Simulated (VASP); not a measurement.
SiC, 4 atoms in the cell. The structure is hexagonal, space group P6_3mc (No. 186). Conventional cell: a = 3.075 Å, b = 3.075 Å, c = 5.149 Å, α = 90.00°, β = 90.00°, γ = 120.00°. Si (site symmetry 3m) has 4 C at 1.89 to 1.93 Å within 2.5 Å. C (site symmetry 3m) has 4 Si at 1.89 to 1.93 Å within 2.5 Å.  This cell differs from its parent crystal: uniaxial z strain +2.0%.

- Program: VASP 6.6.1
- Task: single point
- Functional: r2SCAN
- Potentials or basis: VASP PAW PBE potentials, release 64 (Si, C)
- Cutoff: 520 eV
- k mesh: 12 × 12 × 6
- Occupations: gaussian, width 0.01 eV
- Spin: no spin polarisation
- Dipole correction: no
- Further INCAR settings: ALGO = Normal; EDIFF = 1e-07; NBANDS = 16

Potentials or basis: VASP PAW PBE potentials, release 64 (Si, C).

Command:

```console
$ cat potpaw_PBE.64/Si/POTCAR potpaw_PBE.64/C/POTCAR > POTCAR
$ cp INCAR.step1 INCAR
$ mpirun -np 1 vasp_std > vasp.out
$ cp INCAR.step2 INCAR
$ mpirun -np 1 vasp_std > vasp.out
```

Hardware: 1 thread of Intel(R) Xeon(R) 6975P-C (Granite Rapids), on a shared host.

Question: Estimate the wall time of this run.

Answer: Wall time 81 s on 1 thread of Intel(R) Xeon(R) 6975P-C (Granite Rapids) (shared host), peak memory 0.18 GiB. Counts: k points 76.
